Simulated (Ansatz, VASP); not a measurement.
## SrTiO3: VASP beside Ansatz

```
Sr Ti O
1.0
     3.93640    0.00000    0.00000
     0.00000    3.93640    0.04921
     0.00000    0.04921    3.93640
Sr Ti O
1 1 3
Direct
  0.00000 0.00000 0.00000
  0.50000 0.50000 0.50000
  0.00000 0.50000 0.50000
  0.50000 0.00000 0.50000
  0.50000 0.50000 0.00000
```

Change from the starting cell: strain +0.0250 x Voigt [0, 0, 0, 1, 0, 0], atoms carried along.

Alike in both runs: task single point; functional PBE; k mesh 8 × 8 × 8; occupations gaussian, width 0.05 eV; no spin polarisation.

|  | VASP | Ansatz |
| --- | --- | --- |
| version | VASP 6.6.1 | Ansatz 0.2.0 |
| potentials or method | VASP PAW PBE potentials, release 64 (Sr_sv, Ti_sv, O), cutoff 520 eV | scalar-relativistic, plane waves, PAW |
| valence electrons in the cell | 40 | 40 |

VASP gave:

```
gap on the k mesh at the Fermi level (eV)                     : 1.75
least direct gap on the mesh (eV)                             : 2.07
pressure (GPa)                                                : 0.7
traceless stress, the component that is largest in VASP (GPa) : -2.76
```

Task: Estimate Ansatz's values.

Result: gap on the k mesh at the Fermi level (eV): 1.78; least direct gap on the mesh (eV): 2.09; pressure (GPa): 0.1; traceless stress, the component that is largest in VASP (GPa): -2.75.
